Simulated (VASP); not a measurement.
Here is a VASP 6.6.1 calculation.

The input INCAR:

```
SYSTEM = Ni
ALGO = Normal
EDIFF = 1E-6
ENCUT = 590
GGA_COMPAT = .FALSE.
ISIF = 2
ISMEAR = -1
LASPH = .TRUE.
LCHARG = .FALSE.
LMAXMIX = 4
LORBIT = 11
LORBMOM = .TRUE.
LREAL = .FALSE.
LSORBIT = .TRUE.
LWAVE = .FALSE.
MAGMOM = 0 0 0.355
NBANDS = 29
NELM = 200
PREC = Accurate
SIGMA = 0.05
```

Contents of KPOINTS:

```
k-points
0
G
  16 16 16
  0 0 0
```

The input POSCAR:

```
Ni
1.0
   -1.3613578883      1.3613578883      1.3613578883
    1.3613578883     -1.3613578883      1.3613578883
    1.3613578883      1.3613578883     -1.3613578883
Ni
1
Direct
    0.0000000000      0.0000000000      0.0000000000
```

Potentials or basis: VASP PAW LDA potentials, release 64 (Ni_sv_GW).

Command:

```console
$ cat potpaw_LDA.64/Ni_sv_GW/POTCAR > POTCAR
$ mpirun -np 1 vasp_ncl > vasp.out
```

Task: Estimate the net moment.

Result: 0.35 μB per cell.

Task: Predict the pressure.

Result: -4.0 GPa.

Moments on the atoms (μB; x, y, z):
```
Ni  0.00 0.00 0.36
```

Caveat: the cell stands under tension.
